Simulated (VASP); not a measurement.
# Zr2N (P4_2/mnm) in VASP: a series of runs

The runs below take Zr2N through single point, with r2SCAN.

Everything below comes from runs of VASP 6.6.1. Logs are shortened: lines on timing, memory, paths and dates and some standing lists are left out, and cuts for length are marked.

### 1 The cell of the first run

Symmetry: P4_2/mnm, No. 136, tetragonal system. Conventional cell: a = 5.183 Å, b = 5.183 Å, c = 3.174 Å, α = 90.00°, β = 90.00°, γ = 90.00°. Zr (site symmetry m2m) has 3 N at 2.16 to 2.19 Å and 11 Zr at 3.01 to 3.17 Å within 3.2 Å. N (site symmetry mmm) has 6 Zr at 2.16 to 2.19 Å within 2.9 Å.

### 2 Single point, r2SCAN

The input, POSCAR:

```
Zr2N
1.0
    5.1830308014      0.0000000000      0.0000000000
    0.0000000000      5.1830308014      0.0000000000
    0.0000000000      0.0000000000      3.1739612363
Zr N
4 2
Direct
    0.2943787069      0.2943787069      0.0000000000
    0.7056212931      0.7056212931      0.0000000000
    0.7943787069      0.2056212931      0.5000000000
    0.2056212931      0.7943787069      0.5000000000
    0.0000000000      0.0000000000      0.0000000000
    0.5000000000      0.5000000000      0.5000000000
```

The input, INCAR.step1:

```
  ALGO = Normal
  EDIFF = 1E-4
  ENCUT = 520
  GGA = PE
  ISMEAR = 0
  LASPH = T
  LCHARG = F
  LREAL = F
  LWAVE = T
  NBANDS = 38
  NELM = 100
  PREC = Accurate
  SIGMA = 0.1
```

The input, INCAR.step2:

```
  ALGO = Normal
  EDIFF = 1E-7
  ENCUT = 520
  ISIF = 2
  ISMEAR = 0
  ISTART = 1
  LASPH = T
  LCHARG = T
  LELF = T
  LMIXTAU = T
  LREAL = F
  LVHAR = T
  LWAVE = F
  METAGGA = R2SCAN
  NBANDS = 38
  NELM = 100
  PREC = Accurate
  SIGMA = 0.1
```

The input, KPOINTS:

```
k-points
0
Gamma
  8 8 10
```

Potentials or basis: VASP PAW PBE potentials, release 64 (Zr_sv, N).

Launch:

```
$ cat potpaw_PBE.64/Zr_sv/POTCAR potpaw_PBE.64/N/POTCAR > POTCAR
$ cp INCAR.step1 INCAR
$ mpirun -np 1 vasp_std > vasp.out
$ cp INCAR.step2 INCAR
$ mpirun -np 1 vasp_std > vasp.out
```

OUTCAR:

```text
EDIFF = 1E-7
   ENCUT = 520
   ISIF = 2
   ISMEAR = 0
   ISTART = 1
   LASPH = T
   LREAL = F
   METAGGA = R2SCAN
   NELM = 100
   PREC = Accurate

 ion  position               nearest neighbor table
   1  0.294  0.294  0.000-   5 2.16   6 2.19   6 2.19   2 3.01   4 3.07   3 3.07   4 3.07   3 3.07
                             4 3.07   4 3.07   3 3.07   3 3.07   2 3.72   2 3.72
   2  0.706  0.706  0.000-   5 2.16   6 2.19   6 2.19   1 3.01   4 3.07   3 3.07   4 3.07   3 3.07
                             3 3.07   3 3.07   4 3.07   4 3.07   1 3.72   1 3.72
   3  0.794  0.206  0.500-   6 2.16   5 2.19   5 2.19   4 3.01   1 3.07   1 3.07   2 3.07   2 3.07
                             2 3.07   2 3.07   1 3.07   1 3.07   4 3.72   4 3.72
   4  0.206  0.794  0.500-   6 2.16   5 2.19   5 2.19   3 3.01   1 3.07   1 3.07   2 3.07   2 3.07
                             1 3.07   1 3.07   2 3.07   2 3.07   3 3.72   3 3.72
   5  0.000  0.000  0.000-   1 2.16   2 2.16   3 2.19   4 2.19   3 2.19   4 2.19
   6  0.500  0.500  0.500-   3 2.16   4 2.16   1 2.19   2 2.19   1 2.19   2 2.19

  LATTYP: Found a simple tetragonal cell.
 ALAT       =     5.1830308014
 C/A-ratio  =     0.6123755304

  Lattice vectors:

 A1 = (   5.1830308014,   0.0000000000,   0.0000000000)
 A2 = (   0.0000000000,   5.1830308014,   0.0000000000)
 A3 = (   0.0000000000,   0.0000000000,   3.1739612363)

Analysis of symmetry for initial positions (statically):
=====================================================================
 Subroutine PRICEL returns:
 Original cell was already a primitive cell.

 Routine SETGRP: Setting up the symmetry group for a
 simple tetragonal supercell.

 Subroutine GETGRP returns: Found 16 space group operations
 (whereof  8 operations were pure point group operations)
 out of a pool of 16 trial point group operations.

The static configuration has the point symmetry D_2h.
 The point group associated with its full space group is D_4h.

Analysis of symmetry for dynamics (positions and initial velocities):
=====================================================================
 Subroutine PRICEL returns:
 Original cell was already a primitive cell.

 Routine SETGRP: Setting up the symmetry group for a
 simple tetragonal supercell.

 Subroutine GETGRP returns: Found 16 space group operations
 (whereof  8 operations were pure point group operations)
 out of a pool of 16 trial point group operations.

[... 111 lines left out ...]
   EDIFFG = 0.1E-05   stopping-criterion for IOM
   NSW    =      0    number of steps for IOM
   IBRION =     -1    ionic relax: 0-MD 1-quasi-New 2-CG
   NFREE  =      0    steps in history (QN), initial steepest desc. (CG)
   ISIF   =      2    stress and relaxation
   ISYM   =      2    0-nonsym 1-usesym 2-fastsym
   POTIM  = 0.5000    time-step for ionic-motion
   TEBEG  =    0.0;   TEEND  =   0.0 temperature during run
   PSTRESS=    0.0 pullay stress
   NELECT =      58.0000    total number of electrons
   NUPDOWN=      -1.0000    fix difference up-down
   EMIN   =  10.00;   EMAX   =-10.00  energy-range for DOS
   EFERMI =   0.00;   METHOD = LEGACY
   ISMEAR =     0;   SIGMA  =   0.10  broadening in eV -4-tet -1-fermi 0-gaus
   EFERMI_NEDOS =   21; number of points for ismear=-14 and -15
   IALGO  =     38    algorithm
   IMIX   =      4    mixing-type and parameters
     AMIX     =   0.40;   BMIX     =  1.00
     AMIX_MAG =   1.60;   BMIX_MAG =  1.00
  volume/ion in A,a.u.               =      14.21        95.90
  Fermi-wavevector in a.u.,A,eV,Ry     =   1.439774  2.720779 28.204199  2.072950
  Thomas-Fermi vector in A             =   2.558592
   LORBIT       =      0    0 simple, 1 ext, 2 COOP (PROOUT), +10 PAW based schemes
   METAGGA = R2SCAN    functional components
   LHFCALC =     F    Hartree Fock is set to
   AEXX    =    0.0000 exact exchange contribution
   IVDW    =     0    specifies the selected vdW correction
   LEPSILON=     F    determine dielectric tensor
   LRPA    =     F    only Hartree local field effects (RPA)
 non-spin polarized calculation
 Gauss-broadening in eV      SIGMA  =   0.10
  energy-cutoff  :      520.00
  volume of cell :       85.26
 maximum number of plane-waves:      2343
 NGX is ok and might be reduce to    40
   NGX = 19   NGY = 19   NGZ = 11

 number of electron      57.9999997 magnetization

 Free energy of the ion-electron system (eV)
  ---------------------------------------------------
  ext. energy  EPLUGINS =         0.00000000
  ---------------------------------------------------
  free energy    TOTEN  =      -116.74512161 eV

  energy without entropy =     -116.73222907  energy(sigma->0) =     -116.73867534

 E-fermi :  11.3083     XC(G=0): -13.2474

 val. band max:       11.2904149324   @ k =   0.1250   0.0000   0.1000
 cond. band min:      11.3088307076   @ k =   0.2500   0.2500   0.2000
 fundamental gap:      0.0184157753
 Fermi energy:        11.3082958767

 k-point     1 :       0.0000    0.0000    0.0000
  band No.  band energies     occupation
      1     -38.8325      2.00000
      2     -38.5841      2.00000
      3     -38.5841      2.00000
      4     -38.4734      2.00000
      5     -17.6046      2.00000
      6     -16.6562      2.00000
[... 973 lines left out ...]
     37      15.5172      0.00000
     38      15.5172      0.00000

 [... further k-points ...]

------------------------ aborting loop because EDIFF is reached ----------------------------------------

  FORCE on cell =-STRESS in cart. coord.  units (eV):
  Direction    XX          YY          ZZ          XY          YZ          ZX
  --------------------------------------------------------------------------------------
  -------------------------------------------------------------------------------------
  Total       16.1363193     16.1363193     16.1596608      0.0000000      0.0000000      0.0000000
  in kB      303.2116351    303.2116351    303.6502367      0.0000000      0.0000000      0.0000000
  external PRESSURE =     303.3578356 kB  Pullay stress =       0.0000000 kB

 VOLUME and BASIS-vectors are now :
 -----------------------------------------------------------------------------
  energy-cutoff  :      520.00
  volume of cell :       85.26
      direct lattice vectors                 reciprocal lattice vectors
     5.183030801  0.000000000  0.000000000     0.192937306  0.000000000  0.000000000
     0.000000000  5.183030801  0.000000000     0.000000000  0.192937306  0.000000000
     0.000000000  0.000000000  3.173961236     0.000000000  0.000000000  0.315063709

 POSITION                                       TOTAL-FORCE (eV/Angst)
 -----------------------------------------------------------------------------------
      1.52577      1.52577      0.00000        -0.002327     -0.002327      0.000000
      3.65726      3.65726      0.00000         0.002327      0.002327     -0.000000
      4.11729      1.06574      1.58698        -0.002327      0.002327      0.000000
      1.06574      4.11729      1.58698         0.002327     -0.002327      0.000000
      0.00000      0.00000      0.00000         0.000000      0.000000      0.000000
      2.59152      2.59152      1.58698         0.000000      0.000000      0.000000
 -----------------------------------------------------------------------------------
    total drift:                                0.000000     -0.000000     -0.000000

  FREE ENERGIE OF THE ION-ELECTRON SYSTEM (eV)
  ---------------------------------------------------
  free  energy   TOTEN  =      -116.7451216085 eV

  energy  without entropy=     -116.7322290670  energy(sigma->0) =     -116.73867534
```

It took 19 min on 1 thread of Intel Xeon Platinum 8259CL at 2.50GHz (Skylake/Cascade Lake), shared host; peak memory 0.35 GiB.

What came out:

```
Free energy            : -116.7451 eV
Pressure               : 30.3 GPa
Largest force          : 0.003 eV/Å
Band gap on the k mesh : zero (bands 29 and 30 overlap by 2.94 eV)
```

Forces in eV/Å, atoms in the order of the input:
```
Zr  -0.002 -0.002  0.000
Zr   0.002  0.002  0.000
Zr  -0.002  0.002  0.000
Zr   0.002 -0.002  0.000
N    0.000  0.000  0.000
N    0.000  0.000  0.000
```

Caveat: the cell stands under pressure; the PAW data sets were made with another functional, which shifts forces and pressure a little.

### 3 Single point, r2SCAN

This run uses another cell than the first one, of 15.04 Å³/atom.

The input, POSCAR:

```
Zr2N
1.0
    5.2843261137      0.0000000000      0.0000000000
    0.0000000000      5.2843261137      0.0000000000
    0.0000000000      0.0000000000      3.2306736037
Zr N
4 2
Direct
    0.2952118549      0.2952118549      0.0000000000
    0.7047881451      0.7047881451      0.0000000000
    0.7952118549      0.2047881451      0.5000000000
    0.2047881451      0.7952118549      0.5000000000
    0.0000000000      0.0000000000      0.0000000000
    0.5000000000      0.5000000000      0.5000000000
```

The input, INCAR.step1:

```
SYSTEM = Zr2N
ALGO     = Normal         ! electronic algorithm
EDIFF    = 1E-4           ! SCF threshold, eV
ENCUT    = 520            ! plane-wave cutoff, eV
GGA      = PE             ! functional
ISMEAR   = 0              ! smearing method
LASPH    = .True.         ! aspherical terms in the spheres
LCHARG   = .False.        ! write CHGCAR
LREAL    = .False.        ! projectors in reciprocal space
LWAVE    = .True.         ! write WAVECAR
NBANDS   = 38             ! bands
NELM     = 60             ! most SCF steps
PREC     = Accurate       ! precision mode
SIGMA    = 0.1            ! smearing width, eV
```

The input, INCAR.step2:

```
SYSTEM = Zr2N
ALGO     = Normal         ! electronic algorithm
EDIFF    = 1E-6           ! SCF threshold, eV
ENCUT    = 520            ! plane-wave cutoff, eV
ISIF     = 2              ! what is computed and relaxed
ISMEAR   = 0              ! smearing method
ISTART   = 1            
LASPH    = .True.         ! aspherical terms in the spheres
LCHARG   = .False.        ! write CHGCAR
LMIXTAU  = .True.       
LREAL    = .False.        ! projectors in reciprocal space
LWAVE    = .False.        ! write WAVECAR
METAGGA  = R2SCAN         ! meta-GGA
NBANDS   = 38             ! bands
NELM     = 60             ! most SCF steps
PREC     = Accurate       ! precision mode
SIGMA    = 0.1            ! smearing width, eV
```

The input, KPOINTS:

```
k-points
0
Gamma
  8 8 10
  0 0 0
```

Potentials or basis: VASP PAW PBE potentials, release 64 (Zr_sv, N).

Launch:

```
$ cat potpaw_PBE.64/Zr_sv/POTCAR potpaw_PBE.64/N/POTCAR > POTCAR
$ cp INCAR.step1 INCAR
$ mpirun -np 1 vasp_std > vasp.out
$ cp INCAR.step2 INCAR
$ mpirun -np 1 vasp_std > vasp.out
```

Run time: 18 min. Hardware: 1 thread of Intel Xeon Platinum 8259CL at 2.50GHz (Skylake/Cascade Lake), shared host; peak memory 0.36 GiB.

The run converged. Its results:

| Quantity | Value |
| --- | --- |
| Free energy | -117.4426 eV |
| Pressure | 15.2 GPa |
| Band gap on the k mesh | zero (bands 29 and 30 overlap by 2.81 eV) |

Forces on the atoms (eV/Å):
```
Zr  -0.002 -0.002  0.000
Zr   0.002  0.002  0.000
Zr  -0.002  0.002  0.000
Zr   0.002 -0.002  0.000
N    0.000  0.000  0.000
N    0.000  0.000  0.000
```

Levels at points of the mesh, in eV from the Fermi level:
| k point | band 25 | band 26 | band 27 | band 28 | band 29 | band 30 | band 31 | band 32 | band 33 | band 34 |
| --- | --- | --- | --- | --- | --- | --- | --- | --- | --- | --- |
| (0.00, 0.00, 0.00) | -3.63 | -2.20 | 0.32 | 0.75 | 0.89 | 1.11 | 1.11 | 1.62 | 1.66 | 1.66 |
| (0.50, 0.00, 0.00) | -2.24 | -2.24 | -1.11 | -1.11 | 1.61 | 1.61 | 1.75 | 1.75 | 2.04 | 2.04 |
| (0.50, 0.50, 0.00) | -1.73 | -1.73 | -1.16 | -1.16 | 0.92 | 0.92 | 1.57 | 1.57 | 1.89 | 1.89 |
| (0.00, 0.00, 0.50) | -1.34 | -1.34 | -1.22 | -1.22 | -1.20 | -1.20 | 2.14 | 2.14 | 3.48 | 3.48 |
| (0.50, 0.00, 0.50) | -1.97 | -1.97 | -0.95 | -0.95 | -0.90 | -0.90 | 1.69 | 1.69 | 3.78 | 3.78 |
| (0.50, 0.50, 0.50) | -1.81 | -1.81 | -0.95 | -0.95 | -0.23 | -0.23 | 1.36 | 1.36 | 2.91 | 2.91 |

Caveat: the cell stands under pressure; the PAW data sets were made with another functional, which shifts forces and pressure a little.

[end of part 1 of 2]

The gap in the log of VASP goes by the Fermi energy; the results here count the filled bands.